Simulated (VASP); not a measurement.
# AlN (P6_3mc) in VASP: further runs, part 2 of 2

VASP 6.6.1. Earlier steps stand in the parts before.

### Step 3. Single point, PBEsol

This run uses another cell than the first one, of 10.45 Å³/atom, 1.012 times its volume.

INCAR

```
SYSTEM = AlN
PREC = Accurate
ENCUT = 520
EDIFF = 1E-7
ISMEAR = -1
SIGMA = 0.05
LREAL = .FALSE.
LASPH = .TRUE.
NELM = 80
ALGO = Normal
ISIF = 2
LWAVE = .FALSE.
LCHARG = .FALSE.
GGA = PS
NBANDS = 16
```

KPOINTS

```
Automatic mesh
0
G
  10 10 6
  0 0 0
```

POSCAR

```
AlN
1.0
    3.1130000000      0.0000000000      0.0000000000
   -1.5565000000      2.6959370820      0.0000000000
    0.0000000000      0.0000000000      4.9810000000
Al N
2 2
Direct
    0.6666666667      0.3333333333      0.5000000000
    0.3333333333      0.6666666667      0.0000000000
    0.6666666667      0.3333333333      0.8800000000
    0.3333333333      0.6666666667      0.3800000000
```

Potentials or basis: VASP PAW PBE potentials, release 64 (Al, N).

Started as:

```
cat potpaw_PBE.64/Al/POTCAR potpaw_PBE.64/N/POTCAR > POTCAR
mpirun -np 1 vasp_std > vasp.out
```

OUTCAR:

```text
SYSTEM = AlN
   PREC = Accurate
   ENCUT = 520
   EDIFF = 1E-7
   ISMEAR = -1
   LREAL = .FALSE.
   LASPH = .TRUE.
   NELM = 80
   ISIF = 2
   GGA = PS

 ion  position               nearest neighbor table
   1  0.667  0.333  0.500-   3 1.89   4 1.89   4 1.89   4 1.89   2 3.07   2 3.07   2 3.07   2 3.07
                             2 3.07   2 3.07
   2  0.333  0.667  0.000-   4 1.89   3 1.89   3 1.89   3 1.89   1 3.07   1 3.07   1 3.07   1 3.07
                             1 3.07   1 3.07
   3  0.667  0.333  0.880-   1 1.89   2 1.89   2 1.89   2 1.89
   4  0.333  0.667  0.380-   2 1.89   1 1.89   1 1.89   1 1.89

  LATTYP: Found a hexagonal cell.
 ALAT       =     3.1130000000
 C/A-ratio  =     1.6000642467

  Lattice vectors:

 A1 = (   3.1130000000,   0.0000000000,   0.0000000000)
 A2 = (  -1.5565000000,   2.6959370820,   0.0000000000)
 A3 = (   0.0000000000,   0.0000000000,   4.9810000000)

Analysis of symmetry for initial positions (statically):
=====================================================================
 Subroutine PRICEL returns:
 Original cell was already a primitive cell.

 Routine SETGRP: Setting up the symmetry group for a
 hexagonal supercell.

 Subroutine GETGRP returns: Found 12 space group operations
 (whereof  6 operations were pure point group operations)
 out of a pool of 24 trial point group operations.

The static configuration has the point symmetry C_3v.
 The point group associated with its full space group is C_6v.

Analysis of symmetry for dynamics (positions and initial velocities):
=====================================================================
 Subroutine PRICEL returns:
 Original cell was already a primitive cell.

 Routine SETGRP: Setting up the symmetry group for a
 hexagonal supercell.

 Subroutine GETGRP returns: Found 12 space group operations
 (whereof  6 operations were pure point group operations)
 out of a pool of 24 trial point group operations.

The dynamic configuration has the point symmetry C_3v.
 The point group associated with its full space group is C_6v.

 Subroutine INISYM returns: Found 12 space group operations
 (whereof  6 operations are pure point group operations),
 and found     1 'primitive' translations

----------------------------------------------------------------------------------------

                                     Primitive cell

  volume of cell :      41.8028

  direct lattice vectors                    reciprocal lattice vectors
     3.113000000  0.000000000  0.000000000     0.321233537  0.185464269  0.000000000
    -1.556500000  2.695937082  0.000000000     0.000000000  0.370928538  0.000000000
     0.000000000  0.000000000  4.981000000     0.000000000  0.000000000  0.200762899

  length of vectors
     3.113000000  3.113000000  4.981000000     0.370928538  0.370928538  0.200762899

  position of ions in fractional coordinates (direct lattice)
     0.666666667  0.333333333  0.500000000
     0.333333333  0.666666667  0.000000000
     0.666666667  0.333333333  0.880000000
     0.333333333  0.666666667  0.380000000

  ion indices of the primitive-cell ions
   primitive index   ion index
                 1           1
                 2           2
                 3           3
                 4           4

[... 31 lines left out ...]
  0.300000 -0.000000  0.000000      6.000000
  0.400000  0.000000  0.000000      6.000000
  0.500000 -0.000000  0.000000      3.000000
[... 16 lines left out ...]
  0.300000  0.100000  0.166667     24.000000
  0.400000  0.100000  0.166667     24.000000
 [... further k-points ...]
   k-points           NKPTS =     56   k-points in BZ     NKDIM =     56   number of bands    NBANDS=     16
   number of dos      NEDOS =    301   number of ions     NIONS =      4
   total plane-waves  NPLWV =  23040
   dimension x,y,z NGX =    24 NGY =   24 NGZ =   40
   dimension x,y,z NGXF=    48 NGYF=   48 NGZF=   80
   ions per type =               2   2
   NGX,Y,Z   is equivalent  to a cutoff of  12.82, 12.82, 13.35 a.u.
   NGXF,Y,Z  is equivalent  to a cutoff of  25.63, 25.63, 26.70 a.u.
 SYSTEM =  AlN
   PREC   = accura    normal or accurate (medium, high low for compatibility)
   ISTART =      0    job   : 0-new  1-cont  2-samecut
   ICHARG =      2    charge: 1-file 2-atom 10-const
   ISPIN  =      1    spin polarized calculation?
   LNONCOLLINEAR =      F non collinear calculations
   LSORBIT =      F    spin-orbit coupling
   LASPH  =      T    aspherical Exc in radial PAW
   ENCUT  =  520.0 eV  38.22 Ry    6.18 a.u.   5.79  5.79  9.26*2*pi/ulx,y,z
   NELM   =     80;   NELMIN=  2; NELMDL= -5     # of ELM steps
   EDIFF  = 0.1E-06   stopping-criterion for ELM
   LREAL  =      F    real-space projection
   EDIFFG = 0.1E-05   stopping-criterion for IOM
   NSW    =      0    number of steps for IOM
   IBRION =     -1    ionic relax: 0-MD 1-quasi-New 2-CG
   NFREE  =      0    steps in history (QN), initial steepest desc. (CG)
   ISIF   =      2    stress and relaxation
   ISYM   =      2    0-nonsym 1-usesym 2-fastsym
   POTIM  = 0.5000    time-step for ionic-motion
   TEBEG  =    0.0;   TEEND  =   0.0 temperature during run
   PSTRESS=    0.0 pullay stress
   NELECT =      16.0000    total number of electrons
   NUPDOWN=      -1.0000    fix difference up-down
   EMIN   =  10.00;   EMAX   =-10.00  energy-range for DOS
   EFERMI =   0.00;   METHOD = LEGACY
   ISMEAR =    -1;   SIGMA  =   0.05  broadening in eV -4-tet -1-fermi 0-gaus
   EFERMI_NEDOS =   21; number of points for ismear=-14 and -15
   IALGO  =     38    algorithm
   IMIX   =      4    mixing-type and parameters
     AMIX     =   0.40;   BMIX     =  1.00
     AMIX_MAG =   1.60;   BMIX_MAG =  1.00
  volume/ion in A,a.u.               =      10.45        70.52
  Fermi-wavevector in a.u.,A,eV,Ry     =   1.188629  2.246183 19.222843  1.412839
  Thomas-Fermi vector in A             =   2.324754
   LORBIT       =      0    0 simple, 1 ext, 2 COOP (PROOUT), +10 PAW based schemes
   GGA     = PS    functional components
   LHFCALC =     F    Hartree Fock is set to
   AEXX    =    0.0000 exact exchange contribution
   IVDW    =     0    specifies the selected vdW correction
   LEPSILON=     F    determine dielectric tensor
   LRPA    =     F    only Hartree local field effects (RPA)
 non-spin polarized calculation
  energy-cutoff  :      520.00
  volume of cell :       41.80
 maximum number of plane-waves:      1142
 NGX is ok and might be reduce to    24
   NGX = 11   NGY = 11   NGZ = 19

 number of electron      15.9999997 magnetization

 Free energy of the ion-electron system (eV)
  ---------------------------------------------------
  ext. energy  EPLUGINS =         0.00000000
  ---------------------------------------------------
  free energy    TOTEN  =       -31.31103785 eV

  energy without entropy =      -31.31103785  energy(sigma->0) =      -31.31103785

 E-fermi :   7.0181     XC(G=0): -11.1037

 val. band max:        6.0293722403   @ k =   0.0000   0.0000   0.0000
 cond. band min:      10.1785849049   @ k =   0.0000   0.0000   0.0000
 fundamental gap:      4.1492126645
 Fermi energy:         7.0180974634

 k-point     1 :       0.0000    0.0000    0.0000
  band No.  band energies     occupation
      1      -9.1071      2.00000
      2      -6.9218      2.00000
      3      -0.0043      2.00000
      4       5.1943      2.00000
      5       5.1943      2.00000
      6       5.8493      2.00000
[... 433 lines left out ...]
      3       0.5973      2.00000
      4       1.6247      2.00000
      5       2.9487      2.00000
      6       3.7449      2.00000
[... 8 lines left out ...]
     15      18.5654      0.00000
     16      20.8531      0.00000

 [... further k-points ...]

------------------------ aborting loop because EDIFF is reached ----------------------------------------

  FORCE on cell =-STRESS in cart. coord.  units (eV):
  Direction    XX          YY          ZZ          XY          YZ          ZX
  --------------------------------------------------------------------------------------
  -------------------------------------------------------------------------------------
  Total       -0.0712642     -0.0712642      0.3202028      0.0000000      0.0000000      0.0000000
  in kB       -2.7313448     -2.7313448     12.2724206      0.0000000      0.0000000      0.0000000
  external PRESSURE =       2.2699104 kB  Pullay stress =       0.0000000 kB

 VOLUME and BASIS-vectors are now :
 -----------------------------------------------------------------------------
  energy-cutoff  :      520.00
  volume of cell :       41.80
      direct lattice vectors                 reciprocal lattice vectors
     3.113000000  0.000000000  0.000000000     0.321233537  0.185464269  0.000000000
    -1.556500000  2.695937082  0.000000000     0.000000000  0.370928538  0.000000000
     0.000000000  0.000000000  4.981000000     0.000000000  0.000000000  0.200762899

 POSITION                                       TOTAL-FORCE (eV/Angst)
 -----------------------------------------------------------------------------------
      1.55650      0.89865      2.49050         0.000000     -0.000000     -0.131988
     -0.00000      1.79729      0.00000        -0.000000      0.000000     -0.131988
      1.55650      0.89865      4.38328         0.000000     -0.000000      0.131988
     -0.00000      1.79729      1.89278        -0.000000      0.000000      0.131988
 -----------------------------------------------------------------------------------
    total drift:                               -0.000000     -0.000000      0.000371

  FREE ENERGIE OF THE ION-ELECTRON SYSTEM (eV)
  ---------------------------------------------------
  free  energy   TOTEN  =       -31.3110378547 eV

  energy  without entropy=      -31.3110378547  energy(sigma->0) =      -31.31103785
```

OSZICAR:

```text
N       E                     dE             d eps       ncg     rms          rms(c)
DAV:   1     0.425342829570E+02    0.42534E+02   -0.73309E+03  1792   0.894E+02
DAV:   2    -0.321613204079E+02   -0.74696E+02   -0.68328E+02  2544   0.191E+02
DAV:   3    -0.357408470749E+02   -0.35795E+01   -0.35689E+01  2240   0.430E+01
DAV:   4    -0.357626137214E+02   -0.21767E-01   -0.21766E-01  2240   0.380E+00
DAV:   5    -0.357628907519E+02   -0.27703E-03   -0.27703E-03  2240   0.430E-01    0.117E+01
DAV:   6    -0.313633207953E+02    0.43996E+01   -0.95668E+00  2152   0.223E+01    0.418E+00
DAV:   7    -0.313484612154E+02    0.14860E-01   -0.61538E-01  1936   0.545E+00    0.289E+00
DAV:   8    -0.313156124097E+02    0.32849E-01   -0.72353E-02  1992   0.227E+00    0.597E-01
DAV:   9    -0.313107519203E+02    0.48605E-02   -0.12579E-02  2392   0.835E-01    0.250E-01
DAV:  10    -0.313111145006E+02   -0.36258E-03   -0.14215E-03  1912   0.245E-01    0.157E-01
DAV:  11    -0.313110393405E+02    0.75160E-04   -0.11953E-04  2120   0.802E-02    0.333E-02
DAV:  12    -0.313110383903E+02    0.95015E-06   -0.51483E-06  2032   0.194E-02    0.646E-03
DAV:  13    -0.313110378384E+02    0.55193E-06   -0.21986E-06  2264   0.111E-02    0.374E-03
DAV:  14    -0.313110378547E+02   -0.16357E-07   -0.13506E-07  1216   0.323E-03
   1 F= -.31311038E+02 E0= -.31311038E+02  d E =-.337258E-10
```

stdout:

```text
POSCAR found type information on POSCAR AlN
 POSCAR found :  2 types and       4 ions
 scaLAPACK will be used
 -----------------------------------------------------------------------------
|                                                                             |
|                                                                             |
|     You enforced a specific xc type in the INCAR file but a different       |
|     I HOPE YOU KNOW WHAT YOU ARE DOING!                                     |
|                                                                             |
 -----------------------------------------------------------------------------

 LDA part: xc-table for (Slater+PW92), standard interpolation
 POSCAR, INCAR and KPOINTS ok, starting setup
 FFT: planning ... GRIDC
 FFT: planning ... GRID_SOFT
 FFT: planning ... GRID
 WAVECAR not read
 entering main loop
```

It took 37 s on 1 thread of Intel Xeon Platinum 8488C (Sapphire Rapids), shared host; peak memory 0.16 GiB.

Results:

* Free energy: -31.3110 eV
* Pressure: 0.2 GPa
* Largest force: 0.132 eV/Å
* Band gap on the k mesh: 4.15 eV, direct

Forces on the atoms (eV/Å):
```
Al   0.000  0.000 -0.132
Al   0.000  0.000 -0.132
N    0.000  0.000  0.132
N    0.000  0.000  0.132
```

Stress tensor (GPa, compression positive):
```
-0.27  0.00  0.00
 0.00 -0.27  0.00
 0.00  0.00  1.23
```

Caveat: the PAW data sets were made with another functional, which shifts forces and pressure a little.

### Step 4. Comparison with measurements

Step 2. A measured gap of AlN is 6.0343 eV (an exciton energy, a little under the gap; 0 K; quoted in “Structural and optical properties of self-assembled AlN nanowires grown on SiO2/Si substrates by molecular beam epitaxy”, 2024, arxiv:2402.00216); the calculated 4.22 eV misses it by -1.82 eV. 2 values of this kind are on record (6.034 to 6.0343 eV); this one was drawn at random. The value is that of PBEsol+D4 on a finite k mesh, which can miss the band edges, without temperature or zero-point motion. Semilocal functionals fall short of measured gaps as a rule.

Step 3. Measured gap of AlN: 6.034 eV (an exciton energy, a little under the gap; 10 K; quoted in “Self-assembly of well-separated AlN nanowires directly on sputtered metallic TiN films”, 2019, arxiv:1910.07391). This calculation gives 4.15 eV (-1.88 eV). 2 values of this kind are on record (6.034 to 6.0343 eV); this one was drawn at random. The value is that of PBEsol on a finite k mesh, which can miss the band edges, without temperature or zero-point motion. Semilocal functionals fall short of measured gaps as a rule.
